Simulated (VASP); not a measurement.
Write the native input for VASP 6.6.1 that does the following.

```yaml
Task: single point
Functional: PBE
Potentials_or_basis: VASP PAW PBE potentials, release 64 (Al, Ga_d, As)
Cutoff: 520 eV
k_mesh: 6 × 6 × 2
Occupations: gaussian, width 0.1 eV
Spin: no spin polarisation
Dipole_correction: no
Further_INCAR_settings: ALGO = Normal; EDIFF = 1e-06; NBANDS = 31
```

The structure of AlGa2As3 lies in POSCAR:

```
AlGa2As3
1.0
    4.0611319575      0.0000000000      0.0000000000
   -2.0305659788      3.5170434433      0.0000000000
    0.0000000000      0.0000000000      9.9213931686
Al Ga As
1 2 3
Direct
    0.3333333333      0.6666666667      0.6672896159
    0.0000000000      0.0000000000     -0.0000901741
    0.6666666667      0.3333333333      0.3333971141
    0.6666666667      0.3333333333      0.0832160828
    0.3333333333      0.6666666667      0.4173154735
    0.0000000000      0.0000000000      0.7488718878
```

The input as run:

INCAR

```
PREC = Accurate
ENCUT = 520
EDIFF = 1E-6
ISMEAR = 0
SIGMA = 0.1
LREAL = False
LASPH = True
NELM = 60
ALGO = Normal
ISIF = 2
LWAVE = False
LCHARG = False
GGA = PE
NBANDS = 31
```

KPOINTS

```
Automatic mesh
0
Gamma
  6 6 2
```

Potentials or basis: VASP PAW PBE potentials, release 64 (Al, Ga_d, As).

The run is started by

```sh
$ cat potpaw_PBE.64/Al/POTCAR potpaw_PBE.64/Ga_d/POTCAR potpaw_PBE.64/As/POTCAR > POTCAR
$ mpirun -np 1 vasp_std > vasp.out
```

Results of the run:

| Item | Value |
| --- | --- |
| Pressure | 0.2 GPa |
| Largest force | 0.009 eV/Å |
| Band gap on the k mesh | 0.54 eV |

Run time: 110 s on 1 thread of Intel(R) Xeon(R) Platinum 8259CL CPU @ 2.50GHz (Skylake/Cascade Lake), on a shared host, peak memory 0.27 GiB.
